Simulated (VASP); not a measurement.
Set up this calculation in VASP 6.6.1, as the native input.

```
Task                   : single point
Functional             : LDA
Potentials or basis    : VASP PAW LDA potentials, release 64 (Al, Ru_pv)
Cutoff                 : 520 eV
k mesh                 : 8 × 8 × 8
Occupations            : gaussian, width 0.15 eV
Spin                   : no spin polarisation
Dipole correction      : no
Further INCAR settings : ALGO = Fast; EDIFF = 1e-07; NBANDS = 44
```

The structure of AlRu lies in POSCAR:

```
AlRu
1.0
   -2.9210809733      2.8523753461      3.0563927058
    2.6969025749     -2.9484509814      2.9282899428
    3.0806062383      3.1079762464     -3.1524683411
Al Ru
4 4
Direct
    0.4975529146      0.5013070872      0.0018742126
   -0.0003711310     -0.0024987502     -0.0020257031
   -0.0010039809      0.5018068041      0.4993570690
    0.4978082942     -0.0033772071      0.4977664847
    0.4996853031      0.5010411471      0.4989524120
    0.0027514030     -0.0032118456      0.4982512922
    0.0035851301      0.5048777075      0.0036049388
    0.4999920671      0.0000550571      0.0022192939
```

One way to write it, as run:

INCAR

```
SYSTEM = AlRu
PREC = Accurate
ENCUT = 520
EDIFF = 1E-7
ISMEAR = 0
SIGMA = 0.15
LREAL = .FALSE.
LASPH = .TRUE.
NELM = 60
ALGO = Fast
ISIF = 2
LWAVE = .FALSE.
LCHARG = .TRUE.
GGA = CA
LELF = .TRUE.
LVHAR = .TRUE.
NBANDS = 44
```

KPOINTS

```
regular mesh
0
G
  8 8 8
  0 0 0
```

Potentials or basis: VASP PAW LDA potentials, release 64 (Al, Ru_pv).

Command:

```bash
$ cat potpaw_LDA.64/Al/POTCAR potpaw_LDA.64/Ru_pv/POTCAR > POTCAR
$ mpirun -np 1 vasp_std > vasp.out
```

It gave:

```
Pressure               : 3.0 GPa
Largest force          : 0.534 eV/Å
Band gap on the k mesh : zero (bands 34 and 35 overlap by 2.70 eV)
```

It took 19 min on 1 thread of AMD EPYC 9R45 (Zen 5), with other jobs on the host, peak memory 0.8 GiB.
